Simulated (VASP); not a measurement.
Here is a VASP 6.6.1 calculation.

The input INCAR:

```
SYSTEM = Al2Pd
PREC = Accurate
ENCUT = 520
EDIFF = 1E-6
ISMEAR = -1
SIGMA = 0.05
LREAL = .FALSE.
LASPH = .TRUE.
NELM = 60
ALGO = Normal
ISIF = 2
LWAVE = .FALSE.
LCHARG = .FALSE.
NBANDS = 15
```

Contents of KPOINTS:

```
Automatic mesh
0
G
  6 6 6
  0 0 0
```

Contents of POSCAR:

```
Al2Pd
1.0
    0.0000000000      2.9193774705      2.9193774705
    2.9193774705      0.0000000000      2.9193774705
    2.9193774705      2.9193774705      0.0000000000
Al Pd
2 1
Direct
    0.2500000000      0.2500000000      0.2500000000
    0.7500000000      0.7500000000      0.7500000000
    0.0000000000      0.0000000000      0.0000000000
```

Potentials or basis: VASP PAW LDA potentials, release 64 (Al, Pd).

The run is started by

```bash
$ cat potpaw_LDA.64/Al/POTCAR potpaw_LDA.64/Pd/POTCAR > POTCAR
$ mpirun -np 1 vasp_std > vasp.out
```

Task: Estimate the pressure.

Result: 0.3 GPa.

Task: What does it give for the band gap on the k mesh?

Result: Zero (band 8 reaches 11.88 eV, above the bottom of band 9 at 6.34 eV).
